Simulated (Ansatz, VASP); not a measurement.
# Two plane-wave programs on BeAs2

File POSCAR:

```
BeAs2
1.0
    0.0000000000      0.0000000000      4.8493490000
    4.8413140000      0.0000000000      0.0000000000
    2.4206570000      4.5464150000     -2.4246750000
As Be
4 2
Direct
    0.1181100000      0.1032000000      0.2362200000
    0.8818900000      0.8968000000      0.7637800000
    0.3818900000      0.3394200000      0.7637800000
    0.6181100000      0.6605800000      0.2362200000
    0.2500000000      0.0000000000      0.0000000000
    0.7500000000      0.0000000000      0.0000000000
```

File INCAR.step1:

```
SYSTEM = BeAs2
ALGO     = Normal         ! electronic algorithm
EDIFF    = 1E-4           ! SCF threshold, eV
ENCUT    = 520            ! plane-wave cutoff, eV
GGA      = PE             ! functional
ISMEAR   = -1             ! smearing method
LASPH    = .True.         ! aspherical terms in the spheres
LCHARG   = .False.        ! write CHGCAR
LREAL    = .False.        ! projectors in reciprocal space
LWAVE    = .True.         ! write WAVECAR
NBANDS   = 21             ! bands
NELM     = 80             ! most SCF steps
PREC     = Accurate       ! precision mode
SIGMA    = 0.1            ! smearing width, eV
```

INCAR.step2

```
SYSTEM = BeAs2
ALGO     = Normal         ! electronic algorithm
EDIFF    = 1E-7           ! SCF threshold, eV
ENCUT    = 520            ! plane-wave cutoff, eV
ISIF     = 2              ! what is computed and relaxed
ISMEAR   = -1             ! smearing method
ISTART   = 1            
LASPH    = .True.         ! aspherical terms in the spheres
LCHARG   = .False.        ! write CHGCAR
LMIXTAU  = .True.       
LREAL    = .False.        ! projectors in reciprocal space
LWAVE    = .False.        ! write WAVECAR
METAGGA  = R2SCAN         ! meta-GGA
NBANDS   = 21             ! bands
NELM     = 80             ! most SCF steps
PREC     = Accurate       ! precision mode
SIGMA    = 0.1            ! smearing width, eV
```

Contents of KPOINTS:

```
k-points
0
Gamma
  8 8 8
  0 0 0
```

Input for Ansatz:

```yaml
crystal:
  lattice:
    - [0.0, 0.0, 4.849349]
    - [4.841314, 0.0, 0.0]
    - [2.420657, 4.546415, -2.424675]
  atoms:
    - { symbol: As, position: [0.11811, 0.1032, 0.23622] }
    - { symbol: As, position: [0.88189, 0.8968, 0.76378] }
    - { symbol: As, position: [0.38189, 0.33942, 0.76378] }
    - { symbol: As, position: [0.61811, 0.66058, 0.23622] }
    - { symbol: Be, position: [0.25, 0.0, 0.0] }
    - { symbol: Be, position: [0.75, 0.0, 0.0] }
  symmetry: { tolerance: 0.0003 }
kpoints:
  mp_grid: { grid: [8, 8, 8], shift: [0, 0, 0] }
  band_path:
    path:
      - [0.0, 0.0, 0.0]
      - [0.5, 0.5, 0.0]
      - [0.5, 0.5, 0.25]
      - [0.5, 0.0, 0.0]
      - [0.0, 0.0, 0.0]
      - [0.0, 0.5, 0.5]
      - [0.5, 0.5, 0.25]
    npoints: 8
magnetization:
  spin_polarized: false
scf:
  occupations: { method: fermi_dirac }
  lower_state_search: "off"
  max_iter: 200
hamiltonian:
  pseudopotentials: { kind: paw }
  xc: r2scan
basis:
  ecutwfc: 500
  fft_grid_basis: typed
output:
  forces: true
  stress: true
  eigenvalues: true
  bader: true
  populations: true
  elf: true
  write_potential: true
  volumetric_format: npy
  dos:
    e_range: [-12, 8]
    de: 0.05
    projected: { site_lists: { As: [As], Be: [Be] } }
checkpoint:
  read: saved_state
```

Alike in both runs: task single point; functional r2SCAN; k mesh 8 × 8 × 8; no spin polarisation.

```csv
,VASP,Ansatz
version,VASP 6.6.1,Ansatz 0.2.0
potentials or method,"VASP PAW PBE potentials, release 64 (As, Be), cutoff 520 eV",PAW plane waves
occupations,"fermi-dirac, width 0.1 eV",fermi-dirac
valence electrons in the cell,24,64
```

VASP gave:

* pressure (GPa): 20.7
* traceless stress, the component that is largest in VASP (GPa): 0.85
* rms of the force components (eV/Å): 2.466

Q: What did Ansatz give for the same quantities?

A: Pressure (GPa): 20.5; traceless stress, the component that is largest in VASP (GPa): 0.75; rms of the force components (eV/Å): 2.444.

VASP's potentials were made for PBE, not for r2SCAN. Atom by atom the forces differ by 0.022 eV/Å (rms over components). VASP's potentials hold 24 valence electrons a cell and Ansatz's 64, so a difference there can come from the potentials and not from the codes.
